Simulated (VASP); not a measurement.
# Tl2AgF4 (I4/mmm) in VASP: single point with r2SCAN

Aim: the single point of Tl2AgF4 with r2SCAN.

All numbers are computed with VASP 6.6.1; they aren't measurements. Logs are shortened: lines on timing, memory, paths and dates and some standing lists are left out, and cuts for length are marked.

### Step 1. The cell of the first run

The structure is tetragonal, space group I4/mmm (No. 139). Conventional cell: a = 4.266 Å, b = 4.266 Å, c = 13.217 Å, α = 90.00°, β = 90.00°, γ = 90.00°. Within 2.6 Å of F (site symmetry 4mm) lie 1 Ag at 1.98 Å. Within 3.1 Å of F (site symmetry mmm) lie 2 Ag at 2.13 Å and 4 Tl at 2.82 Å and 8 F at 2.91 to 3.02 Å. Tl (site symmetry 4mm) has 9 F at 2.78 to 3.02 Å and 4 Ag at 3.54 Å and 1 Tl at 3.70 Å within 3.8 Å. Ag (site symmetry 4/mmm) has 6 F at 1.98 to 2.13 Å within 2.6 Å.

### Step 2. Single point, r2SCAN

File POSCAR:

```
Tl2AgF4
1.0
    0.0000000000      4.2662160000      0.0000000000
    4.2662160000      0.0000000000      0.0000000000
    2.1331080000      2.1331080000     -6.6083970000
F Tl Ag
4 2 1
Direct
    0.1500000000      0.1500000000      0.7000000000
    0.8500000000      0.8500000000      0.3000000000
    0.5000000000      0.0000000000      0.0000000000
    0.0000000000      0.5000000000      0.0000000000
    0.3600000000      0.3600000000      0.2800000000
    0.6400000000      0.6400000000      0.7200000000
    0.0000000000      0.0000000000      0.0000000000
```

File INCAR.step1:

```
SYSTEM = Tl2AgF4
PREC = Accurate ; ENCUT = 520
ISMEAR = -1 ; SIGMA = 0.1
LREAL = .False. ; LASPH = .True.
NELM = 100 ; NBANDS = 42
GGA = PE ; ALGO = Normal
EDIFF = 1E-4 ; LWAVE = .True.
LCHARG = .False.
```

File INCAR.step2:

```
SYSTEM = Tl2AgF4
PREC = Accurate ; ENCUT = 520
EDIFF = 1E-6 ; ISMEAR = -1
SIGMA = 0.1 ; LREAL = .False.
LASPH = .True. ; NELM = 100
ALGO = Normal ; ISIF = 2
LWAVE = .False. ; LCHARG = .True.
METAGGA = R2SCAN ; LMIXTAU = .True.
LELF = .True. ; LVHAR = .True.
NBANDS = 42 ; ISTART = 1
```

File KPOINTS:

```
regular mesh
0
Gamma
  8 8 8
  0 0 0
```

Potentials or basis: VASP PAW PBE potentials, release 64 (F, Tl_d, Ag).

Run with:

```sh
> cat potpaw_PBE.64/F/POTCAR potpaw_PBE.64/Tl_d/POTCAR potpaw_PBE.64/Ag/POTCAR > POTCAR
> cp INCAR.step1 INCAR
> mpirun -np 1 vasp_std > vasp.out
> cp INCAR.step2 INCAR
> mpirun -np 1 vasp_std > vasp.out
```

OUTCAR:

```text
SYSTEM = Tl2AgF4
   PREC = Accurate
   ENCUT = 520
   EDIFF = 1E-6
   ISMEAR = -1
   LREAL = .False.
   LASPH = .True.
   NELM = 100
   ISIF = 2
   METAGGA = R2SCAN
   ISTART = 1

 ion  position               nearest neighbor table
   1  0.150  0.150  0.700-   7 1.98   5 2.78   6 3.02   6 3.02   6 3.02   6 3.02
   2  0.850  0.850  0.300-   7 1.98   6 2.78   5 3.02   5 3.02   5 3.02   5 3.02
   3  0.500  0.000  0.000-   7 2.13   7 2.13   6 2.82   6 2.82   5 2.82   5 2.82
   4  0.000  0.500  0.000-   7 2.13   7 2.13   6 2.82   6 2.82   5 2.82   5 2.82
   5  0.360  0.360  0.280-   1 2.78   3 2.82   4 2.82   3 2.82   4 2.82   2 3.02   2 3.02   2 3.02
                             2 3.02   7 3.54   7 3.54   7 3.54   7 3.54   6 3.70
   6  0.640  0.640  0.720-   2 2.78   3 2.82   4 2.82   3 2.82   4 2.82   1 3.02   1 3.02   1 3.02
                             1 3.02   7 3.54   7 3.54   7 3.54   7 3.54   5 3.70
   7  0.000  0.000  0.000-   1 1.98   2 1.98   3 2.13   4 2.13   4 2.13   3 2.13   6 3.54   5 3.54
                             6 3.54   6 3.54   5 3.54   6 3.54   5 3.54   5 3.54

  LATTYP: Found a body centered tetragonal cell.
 ALAT       =     4.2662160000
 C/A-ratio  =     3.0980133214

  Lattice vectors:

 A1 = (  -2.1331080000,   2.1331080000,   6.6083970000)
 A2 = (   2.1331080000,  -2.1331080000,   6.6083970000)
 A3 = (   2.1331080000,   2.1331080000,  -6.6083970000)

Analysis of symmetry for initial positions (statically):
=====================================================================
 Subroutine PRICEL returns:
 Original cell was already a primitive cell.

 Routine SETGRP: Setting up the symmetry group for a
 body centered tetragonal supercell.

 Subroutine GETGRP returns: Found 16 space group operations
 (whereof 16 operations were pure point group operations)
 out of a pool of 16 trial point group operations.

The static configuration has the point symmetry D_4h.

Analysis of symmetry for dynamics (positions and initial velocities):
=====================================================================
 Subroutine PRICEL returns:
 Original cell was already a primitive cell.

 Routine SETGRP: Setting up the symmetry group for a
 body centered tetragonal supercell.

 Subroutine GETGRP returns: Found 16 space group operations
 (whereof 16 operations were pure point group operations)
 out of a pool of 16 trial point group operations.

The dynamic configuration has the point symmetry D_4h.

 Subroutine INISYM returns: Found 16 space group operations
 (whereof 16 operations are pure point group operations),
 and found     1 'primitive' translations

[... 109 lines left out ...]
   NFREE  =      0    steps in history (QN), initial steepest desc. (CG)
   ISIF   =      2    stress and relaxation
   ISYM   =      2    0-nonsym 1-usesym 2-fastsym
   POTIM  = 0.5000    time-step for ionic-motion
   TEBEG  =    0.0;   TEEND  =   0.0 temperature during run
   PSTRESS=    0.0 pullay stress
   NELECT =      65.0000    total number of electrons
   NUPDOWN=      -1.0000    fix difference up-down
   EMIN   =  10.00;   EMAX   =-10.00  energy-range for DOS
   EFERMI =   0.00;   METHOD = LEGACY
   ISMEAR =    -1;   SIGMA  =   0.10  broadening in eV -4-tet -1-fermi 0-gaus
   EFERMI_NEDOS =   21; number of points for ismear=-14 and -15
   IALGO  =     38    algorithm
   IMIX   =      4    mixing-type and parameters
     AMIX     =   0.40;   BMIX     =  1.00
     AMIX_MAG =   1.60;   BMIX_MAG =  1.00
  volume/ion in A,a.u.               =      17.18       115.95
  Fermi-wavevector in a.u.,A,eV,Ry     =   1.333476  2.519905 24.193328  1.778159
  Thomas-Fermi vector in A             =   2.462332
   LORBIT       =      0    0 simple, 1 ext, 2 COOP (PROOUT), +10 PAW based schemes
   METAGGA = R2SCAN    functional components
   LHFCALC =     F    Hartree Fock is set to
   AEXX    =    0.0000 exact exchange contribution
   IVDW    =     0    specifies the selected vdW correction
   LEPSILON=     F    determine dielectric tensor
   LRPA    =     F    only Hartree local field effects (RPA)
 non-spin polarized calculation
  energy-cutoff  :      520.00
  volume of cell :      120.28
 maximum number of plane-waves:      3268
   NGX = 15   NGY = 15   NGZ = 27

 number of electron      65.0000003 magnetization

 Free energy of the ion-electron system (eV)
  ---------------------------------------------------
  ext. energy  EPLUGINS =         0.00000000
  ---------------------------------------------------
  free energy    TOTEN  =      -151.18469074 eV

  energy without entropy =     -151.09909311  energy(sigma->0) =     -151.14189192

 E-fermi :   3.6000     XC(G=0): -10.3749

 val. band max:        3.5901080032   @ k =   0.5000   0.3750   0.0000
 cond. band min:       3.6033131745   @ k =  -0.3750   0.1250   0.0000
 fundamental gap:      0.0132051713
 Fermi energy:         3.5999538312

 k-point     1 :       0.0000    0.0000    0.0000
  band No.  band energies     occupation
      1     -21.2861      2.00000
      2     -20.9991      2.00000
      3     -20.6139      2.00000
      4     -20.5012      2.00000
      5      -7.4432      2.00000
      6      -7.4200      2.00000
[... 1069 lines left out ...]
     41      13.8996      0.00000
     42      14.8133      0.00000

 [... further k-points ...]

------------------------ aborting loop because EDIFF is reached ----------------------------------------

  FORCE on cell =-STRESS in cart. coord.  units (eV):
  Direction    XX          YY          ZZ          XY          YZ          ZX
  --------------------------------------------------------------------------------------
  -------------------------------------------------------------------------------------
  Total        5.4342605      5.4342605      8.3995308      0.0000000      0.0000000      0.0000000
  in kB       72.3884426     72.3884426    111.8880754      0.0000000      0.0000000      0.0000000
  external PRESSURE =      85.5549869 kB  Pullay stress =       0.0000000 kB

 VOLUME and BASIS-vectors are now :
 -----------------------------------------------------------------------------
  energy-cutoff  :      520.00
  volume of cell :      120.28
      direct lattice vectors                 reciprocal lattice vectors
     0.000000000  4.266216000  0.000000000     0.000000000  0.234399758  0.075661314
     4.266216000  0.000000000  0.000000000     0.234399758  0.000000000  0.075661314
     2.133108000  2.133108000 -6.608397000     0.000000000  0.000000000 -0.151322628

 POSITION                                       TOTAL-FORCE (eV/Angst)
 -----------------------------------------------------------------------------------
      2.13311      2.13311     -4.62588        -0.000000     -0.000000      1.882649
      4.26622      4.26622     -1.98252         0.000000      0.000000     -1.882649
      0.00000      2.13311      0.00000         0.000000     -0.000000      0.000000
      2.13311      0.00000      0.00000        -0.000000      0.000000      0.000000
      2.13311      2.13311     -1.85035         0.000000      0.000000     -0.317838
      4.26622      4.26622     -4.75805        -0.000000     -0.000000      0.317838
      0.00000      0.00000      0.00000         0.000000      0.000000      0.000000
 -----------------------------------------------------------------------------------
    total drift:                               -0.000000     -0.000000      0.000000

  FREE ENERGIE OF THE ION-ELECTRON SYSTEM (eV)
  ---------------------------------------------------
  free  energy   TOTEN  =      -151.1846907390 eV

  energy  without entropy=     -151.0990931070  energy(sigma->0) =     -151.14189192
```

Wall time 11 min (1 thread of Intel Xeon Platinum 8488C (Sapphire Rapids), shared host); peak memory 0.42 GiB.

What came out:

- Free energy: -151.1847 eV
- Pressure: 8.6 GPa
- Largest force: 1.883 eV/Å
- Band gap on the k mesh: zero (an odd number of electrons rules out a gap without spin polarisation)

Forces on the atoms (eV/Å):
```
F    0.000  0.000  1.883
F    0.000  0.000 -1.883
F    0.000  0.000  0.000
F    0.000  0.000  0.000
Tl   0.000  0.000 -0.318
Tl   0.000  0.000  0.318
Ag   0.000  0.000  0.000
```

Caveat: the cell stands under pressure; the PAW data sets were made with another functional, which shifts forces and pressure a little; spin-orbit coupling is left out, which moves the levels of the heavy elements; an odd number of electrons without spin polarisation forces a metal; a magnetic or distorted state may lie lower.
